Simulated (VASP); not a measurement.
Wanted: the native input for a VASP 6.6.1 run.

```
Task                   : single point
Functional             : PBEsol
Potentials or basis    : VASP PAW PBE potentials, release 64 (B, N)
Cutoff                 : 520 eV
k mesh                 : 12 × 12 × 6
Occupations            : gaussian, width 0.05 eV
Spin                   : no spin polarisation
Dipole correction      : no
Further INCAR settings : ALGO = Normal; EDIFF = 1e-07; NBANDS = 16
```

The structure of BN lies in POSCAR:

```
BN
1.0
    2.5539396017      0.0000000000      0.0000000000
   -1.2769698009      2.2117765748      0.0000000000
    0.0000000000      0.0000000000      4.2268550000
B N
2 2
Direct
    0.6666666667      0.3333333333      0.9997240000
    0.3333333333      0.6666666667      0.4997240000
    0.7103386106      0.3653034152      0.6252760000
    0.3333333333      0.6666666667      0.1252760000
```

This cell differs from its parent crystal: atom 3 (N) moved by (+0.100, +0.000) A along [1 1 0] and z.

The input as run:

INCAR

```
ALGO = Normal
EDIFF = 1E-7
ENCUT = 520
GGA = PS
ISIF = 2
ISMEAR = 0
LASPH = T
LCHARG = F
LREAL = F
LWAVE = F
NBANDS = 16
NELM = 100
PREC = Accurate
SIGMA = 0.05
```

KPOINTS

```
k-points
0
Gamma
  12 12 6
```

Potentials or basis: VASP PAW PBE potentials, release 64 (B, N).

Command:

```bash
$ cat potpaw_PBE.64/B/POTCAR potpaw_PBE.64/N/POTCAR > POTCAR
$ mpirun -np 1 vasp_std > vasp.out
```

Results of the run:

```yaml
Pressure: -3.8 GPa
Largest_force: 2.780 eV/Å
Band_gap_on_the_k_mesh: 4.64 eV (least direct gap 7.69 eV)
```

Caveat: the cell differs from its parent crystal (atom 3 (N) moved by (+0.100, +0.000) A along [1 1 0] and z); the cell stands under tension; the PAW data sets were made with another functional, which shifts forces and pressure a little.

Wall time 3.2 min on 1 thread of Intel Xeon 8259CL (shared host), peak memory 0.24 GiB.
